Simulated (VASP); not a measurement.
Write the native input for VASP 6.6.1 that does the following.

| Property | Result |
| --- | --- |
| Task | single point |
| Functional | LDA |
| Potentials or basis | VASP PAW LDA potentials, release 64 (Be, Zn, Te) |
| Cutoff | 520 eV |
| k mesh | 8 × 8 × 2 |
| Occupations | gaussian, width 0.02 eV |
| Spin | no spin polarisation |
| Dipole correction | no |
| Further INCAR settings | ALGO = Normal; EDIFF = 1e-06; NBANDS = 41 |

The structure of Be5ZnTe6 lies in POSCAR:

```
Be5ZnTe6
1.0
    4.0571113000      0.0000000000      0.0000000000
    0.0000000000      4.0571113000      0.0000000000
    0.0000000000      0.0000000000     17.3244513000
Be Zn Te
5 1 6
Direct
    0.0000000000      0.0000000000      0.8237560000
    0.0000000000      0.0000000000      0.1762440000
    0.5000000000      0.5000000000      0.3382530000
    0.0000000000      0.0000000000      0.5000000000
    0.5000000000      0.5000000000      0.6617470000
    0.5000000000      0.5000000000      0.0000000000
    0.5000000000      0.0000000000      0.0963530000
    0.0000000000      0.5000000000      0.2573350000
    0.5000000000      0.0000000000      0.4191360000
    0.0000000000      0.5000000000      0.5808640000
    0.5000000000      0.0000000000      0.7426650000
    0.0000000000      0.5000000000      0.9036470000
```

These files were run (other wordings do the same):

INCAR

```
PREC     = Accurate       # precision mode
ENCUT    = 520            # plane-wave cutoff, eV
EDIFF    = 1E-6           # SCF threshold, eV
ISMEAR   = 0              # smearing method
SIGMA    = 0.02           # smearing width, eV
LREAL    = F              # projectors in reciprocal space
LASPH    = T              # aspherical terms in the spheres
NELM     = 100            # most SCF steps
ALGO     = Normal         # electronic algorithm
ISIF     = 2              # what is computed and relaxed
LWAVE    = F              # write WAVECAR
LCHARG   = T              # write CHGCAR
GGA      = CA             # functional
LELF     = T              # ELF
LVHAR    = T            
NBANDS   = 41             # bands
```

KPOINTS

```
Automatic mesh
0
Gamma
  8 8 2
```

Potentials or basis: VASP PAW LDA potentials, release 64 (Be, Zn, Te).

Launch:

```bash
$ cat potpaw_LDA.64/Be/POTCAR potpaw_LDA.64/Zn/POTCAR potpaw_LDA.64/Te/POTCAR > POTCAR
$ mpirun -np 1 vasp_std > vasp.out
```

Results of the run:

```json
{
 "Pressure": "-3.3 GPa",
 "Largest force": "0.192 eV/Å",
 "Band gap on the k mesh": "1.82 eV, indirect (the least direct gap lies 3.6 meV higher)"
}
```

Caveat: spin-orbit coupling is left out, which moves the levels of the heavy elements.

Run time: 4.4 min on 1 thread of Intel(R) Xeon(R) Platinum 8488C (Sapphire Rapids), on a shared host, peak memory 0.47 GiB.
